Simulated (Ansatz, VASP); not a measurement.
One calculation of RbCl, two programs

```xyz
2
Lattice="0.0000 3.2740 3.2740 3.2740 0.0000 3.2740 3.2740 3.2740 0.0000" Properties=species:S:1:pos:R:3 pbc="T T T"
Rb    0.0000    0.0000    0.0000
Cl    3.2740    3.2740    3.2740
```

Alike in both runs: task single point; functional PBEsol; k mesh 7 × 7 × 7; occupations fermi-dirac, width 0.02 eV; no spin polarisation.

|  | VASP | Ansatz |
| --- | --- | --- |
| version | VASP 6.6.1 | Ansatz 0.2.0 |
| potentials or method | VASP PAW PBE potentials, release 64 (Rb_sv, Cl), cutoff 500 eV | all-electron LAPW, scalar-relativistic |

|  | VASP | Ansatz | Ansatz less VASP |
| --- | --- | --- | --- |
| gap on the k mesh at the Fermi level (eV) | 4.89 | 4.89 | +0.004 |
| pressure (GPa) | 0.0 | 0.0 | -0.01 |

VASP's potentials were made for PBE, not for PBEsol. Ansatz ran all-electron here, and VASP with PAW potentials.
